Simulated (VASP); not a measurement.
Input of a VASP 6.6.1 run:

Contents of POSCAR:

```
Os
1.0
    2.7340999755      0.0000000000      0.0000000000
   -1.3670499878      2.3678000353      0.0000000000
    0.0000000000      0.0000000000      4.4816887500
Os
2
Direct
    0.3333333333      0.6666666667      0.2500000000
    0.6666666667      0.3333333333      0.7500000000
```

INCAR.step1

```
PREC = Accurate ; ENCUT = 520
ISMEAR = 0 ; SIGMA = 0.15
LREAL = False ; LASPH = True
NELM = 100 ; NBANDS = 15
GGA = PE ; ALGO = Normal
EDIFF = 1E-4 ; LWAVE = True
LCHARG = False
```

INCAR.step2

```
PREC = Accurate ; ENCUT = 520
EDIFF = 1E-6 ; ISMEAR = 0
SIGMA = 0.15 ; LREAL = False
LASPH = True ; NELM = 100
ALGO = Normal ; ISIF = 2
LWAVE = False ; LCHARG = False
METAGGA = R2SCAN ; LMIXTAU = True
NBANDS = 15 ; ISTART = 1
```

KPOINTS

```
regular mesh
0
Gamma
  21 21 12
```

Potentials or basis: VASP PAW PBE potentials, release 64 (Os).

Command:

```console
$ cat potpaw_PBE.64/Os/POTCAR > POTCAR
$ cp INCAR.step1 INCAR
$ mpirun -np 1 vasp_std > vasp.out
$ cp INCAR.step2 INCAR
$ mpirun -np 1 vasp_std > vasp.out
```

Q: What does it give for the band gap on the k mesh?

A: Zero (band 8 reaches 10.97 eV, above the bottom of band 9 at 7.05 eV).

Q: Estimate the pressure.

A: -13.0 GPa.

Stress tensor (GPa, compression positive):
```
 -5.66   0.00   0.00
  0.00  -5.66   0.00
  0.00   0.00 -27.56
```

Caveat: the cell differs from its parent crystal (strain +0.0375 x Voigt [0, 0, 1, 0, 0, 0]); the PAW data sets were made with another functional, which shifts forces and pressure a little; spin-orbit coupling is left out, which moves the levels of the heavy elements.
